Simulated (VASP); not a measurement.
# Bi2Te3 (P-3m1) in VASP: a series of runs

Bi2Te3 is run at these levels: PBEsol; tasks: single point.

Everything below comes from runs of VASP 6.6.1. Logs are shortened: lines on timing, memory, paths and dates and some standing lists are left out, and cuts for length are marked.

### 1 The cell of the first run

Symmetry: P-3m1, No. 164, trigonal system. The conventional cell has a = 4.381 Å, b = 4.381 Å, c = 30.023 Å, α = 90.00°, β = 90.00°, γ = 120.00°. Bi (site symmetry 3m) has 6 Te at 3.06 to 3.23 Å within 4.0 Å. Within 4.0 Å of Bi (site symmetry 3m) lie 6 Te at 3.06 to 3.23 Å. Within 4.0 Å of Bi (site symmetry 3m) lie 6 Te at 3.06 to 3.23 Å. Te (site symmetry 3m) has 6 Bi at 3.23 Å and 12 Te at 4.38 to 4.51 Å within 4.6 Å. Te (site symmetry -3m) has 6 Bi at 3.23 Å and 12 Te at 4.38 to 4.51 Å within 4.6 Å. Te (site symmetry 3m) has 3 Bi at 3.06 Å and 3 Te at 3.65 Å within 4.0 Å. Within 4.0 Å of Te (site symmetry 3m) lie 3 Bi at 3.06 Å and 3 Te at 3.44 Å. Te (site symmetry 3m) has 3 Bi at 3.06 Å and 3 Te at 3.65 Å within 4.0 Å.

### 2 Single point, PBEsol (the distance across one plane changed)

INCAR

```
SYSTEM = Bi2Te3
PREC = Accurate
ENCUT = 500
EDIFF = 1E-6
ISMEAR = 0
SIGMA = 0.03
LREAL = .FALSE.
LASPH = .TRUE.
NELM = 120
ALGO = Normal
ISIF = 2
LWAVE = .FALSE.
LCHARG = .FALSE.
GGA = PS
NBANDS = 85
GGA_COMPAT = .FALSE.
```

KPOINTS

```
Automatic mesh
0
G
  9 9 2
  0 0 0
```

POSCAR

```
Bi2Te3
1.0
   -4.3808388124      0.0000000000      0.0000000000
   -2.1904194062     -3.7939177014      0.0000000000
    0.0000000000      0.0000000000     30.0232969145
Bi Te
6 9
Direct
    0.6666666667      0.6666666667      0.5721690701
    1.0000000000      0.0000000000      0.2355049900
    0.3333333333      0.3333333333      0.9088331503
    0.6666666667      0.6666666667      0.7745209168
    1.0000000000      0.0000000000      0.4378568367
    0.3333333333      0.3333333333      0.1011927565
    0.6666666667      0.6666666667      0.1683488733
    0.0000000000      1.0000000000      0.8416770335
    0.3333333333      0.3333333333      0.5050129534
    0.6666666667      0.6666666667      0.3804536590
    1.0000000000      0.0000000000      0.0437895789
    0.3333333333      0.3333333333      0.7171177391
    0.6666666667      0.6666666667      0.9662363279
    1.0000000000      0.0000000000      0.6295722478
    0.3333333333      0.3333333333      0.2929081677
```

Potentials or basis: VASP PAW PBE potentials, release 64 (Bi_d, Te).

Command:

```console
cat potpaw_PBE.64/Bi_d/POTCAR potpaw_PBE.64/Te/POTCAR > POTCAR
mpirun -np 1 vasp_std > vasp.out
```

OUTCAR:

```text
SYSTEM = Bi2Te3
   PREC = Accurate
   ENCUT = 500
   EDIFF = 1E-6
   ISMEAR = 0
   LREAL = .FALSE.
   LASPH = .TRUE.
   NELM = 120
   ISIF = 2
   GGA = PS

 ion  position               nearest neighbor table
   1  0.667  0.667  0.572-  14 3.06  14 3.06  14 3.06   9 3.23   9 3.23   9 3.23
   2  0.000  0.000  0.236-  15 3.06  15 3.06  15 3.06   7 3.23   7 3.23   7 3.23
   3  0.333  0.333  0.909-  13 3.06  13 3.06  13 3.06   8 3.23   8 3.23   8 3.23
   4  0.667  0.667  0.775-  12 3.06  12 3.06  12 3.06   8 3.23   8 3.23   8 3.23
   5  0.000  0.000  0.438-  10 3.06  10 3.06  10 3.06   9 3.23   9 3.23   9 3.23
   6  0.333  0.333  0.101-  11 3.06  11 3.06  11 3.06   7 3.23   7 3.23   7 3.23
   7  0.667  0.667  0.168-   2 3.23   2 3.23   2 3.23   6 3.23   6 3.23   6 3.23
   8  0.000  0.000  0.842-   4 3.23   4 3.23   4 3.23   3 3.23   3 3.23   3 3.23
   9  0.333  0.333  0.505-   1 3.23   5 3.23   1 3.23   5 3.23   5 3.23   1 3.23
  10  0.667  0.667  0.380-   5 3.06   5 3.06   5 3.06  15 3.65  15 3.65  15 3.65
  11  0.000  0.000  0.044-   6 3.06   6 3.06   6 3.06  13 3.44  13 3.44  13 3.44
  12  0.333  0.333  0.717-   4 3.06   4 3.06   4 3.06  14 3.65  14 3.65  14 3.65
  13  0.667  0.667  0.966-   3 3.06   3 3.06   3 3.06  11 3.44  11 3.44  11 3.44
  14  0.000  0.000  0.630-   1 3.06   1 3.06   1 3.06  12 3.65  12 3.65  12 3.65
  15  0.333  0.333  0.293-   2 3.06   2 3.06   2 3.06  10 3.65  10 3.65  10 3.65

  LATTYP: Found a hexagonal cell.
 ALAT       =     4.3808388124
 C/A-ratio  =     6.8533215214

  Lattice vectors:

 A1 = (   2.1904194062,   3.7939177014,   0.0000000000)
 A2 = (  -4.3808388124,   0.0000000000,   0.0000000000)
 A3 = (   0.0000000000,   0.0000000000,  30.0232969145)

Analysis of symmetry for initial positions (statically):
=====================================================================
 Subroutine PRICEL returns:
 Original cell was already a primitive cell.

 Routine SETGRP: Setting up the symmetry group for a
 hexagonal supercell.

 Subroutine GETGRP returns: Found 12 space group operations
 (whereof  6 operations were pure point group operations)
 out of a pool of 24 trial point group operations.

The static configuration has the point symmetry C_3v.
 The point group associated with its full space group is D_3d.

Analysis of symmetry for dynamics (positions and initial velocities):
=====================================================================
 Subroutine PRICEL returns:
 Original cell was already a primitive cell.

 Routine SETGRP: Setting up the symmetry group for a
 hexagonal supercell.

 Subroutine GETGRP returns: Found 12 space group operations
 (whereof  6 operations were pure point group operations)
 out of a pool of 24 trial point group operations.

The dynamic configuration has the point symmetry C_3v.
 The point group associated with its full space group is D_3d.

 Subroutine INISYM returns: Found 12 space group operations
 (whereof  6 operations are pure point group operations),
 and found     1 'primitive' translations

----------------------------------------------------------------------------------------

                                     Primitive cell

  volume of cell :     499.0035

  direct lattice vectors                    reciprocal lattice vectors
    -4.380838812  0.000000000  0.000000000    -0.228266787  0.131789891  0.000000000
    -2.190419406 -3.793917701  0.000000000     0.000000000 -0.263579782  0.000000000
     0.000000000  0.000000000 30.023296915     0.000000000  0.000000000  0.033307468

  length of vectors
     4.380838812  4.380838812 30.023296915     0.263579782  0.263579782  0.033307468

  position of ions in fractional coordinates (direct lattice)
     0.666666667  0.666666667  0.572169070
     0.000000000  0.000000000  0.235504990
     0.333333333  0.333333333  0.908833150
     0.666666667  0.666666667  0.774520917
     0.000000000  0.000000000  0.437856837
     0.333333333  0.333333333  0.101192756
     0.666666667  0.666666667  0.168348873
     0.000000000  0.000000000  0.841677033
     0.333333333  0.333333333  0.505012953
     0.666666667  0.666666667  0.380453659
     0.000000000  0.000000000  0.043789579
     0.333333333  0.333333333  0.717117739
     0.666666667  0.666666667  0.966236328
     0.000000000  0.000000000  0.629572248
     0.333333333  0.333333333  0.292908168

[... 31 lines left out ...]
     0.000000000  0.000000000  0.016653734     0.000000000  0.000000000  0.500000000

  Length of vectors
     0.029286642  0.029286642  0.016653734

  Shift w.r.t. Gamma in fractional coordinates (k-lattice)
     0.000000000  0.000000000  0.000000000

 Subroutine IBZKPT returns following result:
 ===========================================

 Found     24 irreducible k-points:

 Following reciprocal coordinates:
            Coordinates               Weight
  0.000000  0.000000  0.000000      1.000000
  0.111111 -0.000000  0.000000      6.000000
  0.222222 -0.000000  0.000000      6.000000
  0.333333 -0.000000  0.000000      6.000000
  0.444444 -0.000000  0.000000      6.000000
  0.222222  0.111111  0.000000      6.000000
[... 16 lines left out ...]
 -0.444444  0.222222  0.500000     12.000000
 -0.333333  0.333333  0.500000      2.000000
   k-points           NKPTS =     24   k-points in BZ     NKDIM =     24   number of bands    NBANDS=     85
   number of dos      NEDOS =    301   number of ions     NIONS =     15
   total plane-waves  NPLWV = 229376
   dimension x,y,z NGX =    32 NGY =   32 NGZ =  224
   dimension x,y,z NGXF=    64 NGYF=   64 NGZF=  448
   ions per type =               6   9
   NGX,Y,Z   is equivalent  to a cutoff of  12.14, 12.14, 12.40 a.u.
   NGXF,Y,Z  is equivalent  to a cutoff of  24.29, 24.29, 24.81 a.u.
 SYSTEM =  Bi2Te3
   PREC   = accura    normal or accurate (medium, high low for compatibility)
   ISTART =      0    job   : 0-new  1-cont  2-samecut
   ICHARG =      2    charge: 1-file 2-atom 10-const
   ISPIN  =      1    spin polarized calculation?
   LNONCOLLINEAR =      F non collinear calculations
   LSORBIT =      F    spin-orbit coupling
   LASPH  =      T    aspherical Exc in radial PAW
   ENCUT  =  500.0 eV  36.75 Ry    6.06 a.u.   7.99  7.99 54.74*2*pi/ulx,y,z
   NELM   =    120;   NELMIN=  2; NELMDL= -5     # of ELM steps
   EDIFF  = 0.1E-05   stopping-criterion for ELM
   LREAL  =      F    real-space projection
   EDIFFG = 0.1E-04   stopping-criterion for IOM
   NSW    =      0    number of steps for IOM
   IBRION =     -1    ionic relax: 0-MD 1-quasi-New 2-CG
   NFREE  =      0    steps in history (QN), initial steepest desc. (CG)
   ISIF   =      2    stress and relaxation
   ISYM   =      2    0-nonsym 1-usesym 2-fastsym
   POTIM  = 0.5000    time-step for ionic-motion
   TEBEG  =    0.0;   TEEND  =   0.0 temperature during run
   PSTRESS=    0.0 pullay stress
   NELECT =     144.0000    total number of electrons
   NUPDOWN=      -1.0000    fix difference up-down
   EMIN   =  10.00;   EMAX   =-10.00  energy-range for DOS
   EFERMI =   0.00;   METHOD = LEGACY
   ISMEAR =     0;   SIGMA  =   0.03  broadening in eV -4-tet -1-fermi 0-gaus
   EFERMI_NEDOS =   21; number of points for ismear=-14 and -15
   IALGO  =     38    algorithm
   IMIX   =      4    mixing-type and parameters
     AMIX     =   0.40;   BMIX     =  1.00
     AMIX_MAG =   1.60;   BMIX_MAG =  1.00
  volume/ion in A,a.u.               =      33.27       224.50
  Fermi-wavevector in a.u.,A,eV,Ry     =   1.081835  2.044372 15.923818  1.170368
  Thomas-Fermi vector in A             =   2.217862
   LORBIT       =      0    0 simple, 1 ext, 2 COOP (PROOUT), +10 PAW based schemes
   GGA     = PS    functional components
   LHFCALC =     F    Hartree Fock is set to
   AEXX    =    0.0000 exact exchange contribution
   IVDW    =     0    specifies the selected vdW correction
   LEPSILON=     F    determine dielectric tensor
   LRPA    =     F    only Hartree local field effects (RPA)
 non-spin polarized calculation
 Gauss-broadening in eV      SIGMA  =   0.03
  energy-cutoff  :      500.00
  volume of cell :      499.00
 maximum number of plane-waves:     12732
   NGX = 15   NGY = 15   NGZ =109

 number of electron     144.0000000 magnetization

 Free energy of the ion-electron system (eV)
  ---------------------------------------------------
  ext. energy  EPLUGINS =         0.00000000
  ---------------------------------------------------
  free energy    TOTEN  =       -60.85864597 eV

  energy without entropy =      -60.85864595  energy(sigma->0) =      -60.85864596

 E-fermi :   6.3774     XC(G=0):  -9.5733

 val. band max:        6.2839985005   @ k =   0.0000   0.0000   0.0000
 cond. band min:       6.4707275279   @ k =   0.0000   0.0000   0.0000
 fundamental gap:      0.1867290274
 Fermi energy:         6.3773602969

 k-point     1 :       0.0000    0.0000    0.0000
  band No.  band energies     occupation
      1     -16.8284      2.00000
      2     -16.8284      2.00000
      3     -16.8284      2.00000
      4     -16.8284      2.00000
      5     -16.8283      2.00000
      6     -16.8283      2.00000
[... 2077 lines left out ...]
     83       9.6243      0.00000
     84       9.6243      0.00000
 [bands above 84 left out]

------------------------ aborting loop because EDIFF is reached ----------------------------------------

  FORCE on cell =-STRESS in cart. coord.  units (eV):
  Direction    XX          YY          ZZ          XY          YZ          ZX
  --------------------------------------------------------------------------------------
  -------------------------------------------------------------------------------------
  Total        0.7061170      0.7061170      1.1175438      0.0000000     -0.0000000      0.0000000
  in kB        2.2671680      2.2671680      3.5881583      0.0000000     -0.0000000      0.0000000
  external PRESSURE =       2.7074981 kB  Pullay stress =       0.0000000 kB

 VOLUME and BASIS-vectors are now :
 -----------------------------------------------------------------------------
  energy-cutoff  :      500.00
  volume of cell :      499.00
      direct lattice vectors                 reciprocal lattice vectors
    -4.380838812  0.000000000  0.000000000    -0.228266787  0.131789891  0.000000000
    -2.190419406 -3.793917701  0.000000000     0.000000000 -0.263579782  0.000000000
     0.000000000  0.000000000 30.023296915     0.000000000  0.000000000  0.033307468

 POSITION                                       TOTAL-FORCE (eV/Angst)
 -----------------------------------------------------------------------------------
     -4.38084     -2.52928     17.17840         0.000000      0.000000     -0.009181
      0.00000      0.00000      7.07064        -0.000000      0.000000     -0.007873
     -2.19042     -1.26464     27.28617         0.000000     -0.000000     -0.082175
     -4.38084     -2.52928     23.25367         0.000000     -0.000000      0.007873
      0.00000      0.00000     13.14591        -0.000000     -0.000000      0.009181
     -2.19042     -1.26464      3.03814        -0.000000      0.000000      0.082175
     -4.38084     -2.52928      5.05439        -0.000000     -0.000000      0.010324
      0.00000      0.00000     25.26992         0.000000     -0.000000     -0.010324
     -2.19042     -1.26464     15.16215        -0.000000      0.000000      0.000000
     -4.38084     -2.52928     11.42247        -0.000000      0.000000     -0.019251
      0.00000      0.00000      1.31471        -0.000000     -0.000000      0.159530
     -2.19042     -1.26464     21.53024        -0.000000      0.000000     -0.025369
     -4.38084     -2.52928     29.00960        -0.000000      0.000000     -0.159530
      0.00000      0.00000     18.90183         0.000000     -0.000000      0.019251
     -2.19042     -1.26464      8.79407         0.000000     -0.000000      0.025369
 -----------------------------------------------------------------------------------
    total drift:                                0.000000      0.000000      0.000162

  FREE ENERGIE OF THE ION-ELECTRON SYSTEM (eV)
  ---------------------------------------------------
  free  energy   TOTEN  =       -60.8586459653 eV

  energy  without entropy=      -60.8586459523  energy(sigma->0) =      -60.85864596
```

It took 30 min on 1 thread of Intel Xeon 6975P-C (Granite Rapids), shared host; peak memory 0.92 GiB.

Results:

* Free energy: -60.8586 eV
* Pressure: 0.3 GPa
* Largest force: 0.160 eV/Å
* Band gap on the k mesh: 0.19 eV

Forces on the atoms (eV/Å):
```
Bi   0.000  0.000 -0.009
Bi   0.000  0.000 -0.008
Bi   0.000  0.000 -0.082
Bi   0.000  0.000  0.008
Bi   0.000  0.000  0.009
Bi   0.000  0.000  0.082
Te   0.000  0.000  0.010
Te   0.000  0.000 -0.010
Te   0.000  0.000  0.000
Te   0.000  0.000 -0.019
Te   0.000  0.000  0.160
Te   0.000  0.000 -0.025
Te   0.000  0.000 -0.160
Te   0.000  0.000  0.019
Te   0.000  0.000  0.025
```

Stress tensor (GPa, compression positive):
```
0.23 0.00 0.00
0.00 0.23 0.00
0.00 0.00 0.36
```

Caveat: the cell differs from its parent crystal (the distance across one plane changed); the PAW data sets were made with another functional, which shifts forces and pressure a little; spin-orbit coupling is left out, which moves the levels of the heavy elements. A k mesh can miss the band edges.

(Part 1 of 2 ends here.)
